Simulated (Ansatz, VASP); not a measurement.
TiC: VASP beside Ansatz

```
CELL_PARAMETERS angstrom
0.00000 2.14669 2.03935
2.14669 0.00000 2.03935
2.14669 2.14669 0.00000
ATOMIC_POSITIONS crystal
Ti 0.00000 0.00000 0.00000
C 0.50000 0.50000 0.50000
```

Change from the starting cell: strain +0.000 along x and y, -0.050 along z, atoms carried along.

Alike in both runs: task single point; functional PBEsol; k mesh 24 × 24 × 24; occupations gaussian, width 0.15 eV; no spin polarisation.

|  | VASP | Ansatz |
| --- | --- | --- |
| version | VASP 6.6.1 | Ansatz 0.2.0 |
| potentials or method | VASP PAW PBE potentials, release 64 (Ti_sv, C), cutoff 520 eV | scalar-relativistic, plane waves, PAW |
| valence electrons in the cell | 16 | 16 |

Ansatz gave:

| Quantity | Value |
| --- | --- |
| gap on the k mesh at the Fermi level (eV) | none |
| pressure (GPa) | 16.6 |
| traceless stress, the component that is largest in VASP (GPa) | 19.84 |

Problem. Estimate VASP's values.

Solution. gap on the k mesh at the Fermi level (eV): none; pressure (GPa): 16.9; traceless stress, the component that is largest in VASP (GPa): 19.85.

VASP's potentials were made for PBE, not for PBEsol. A gap of «none» marks a metal or a gap that the smearing closes. The functional is the same, so the differences come from potentials, cutoffs and numerics.
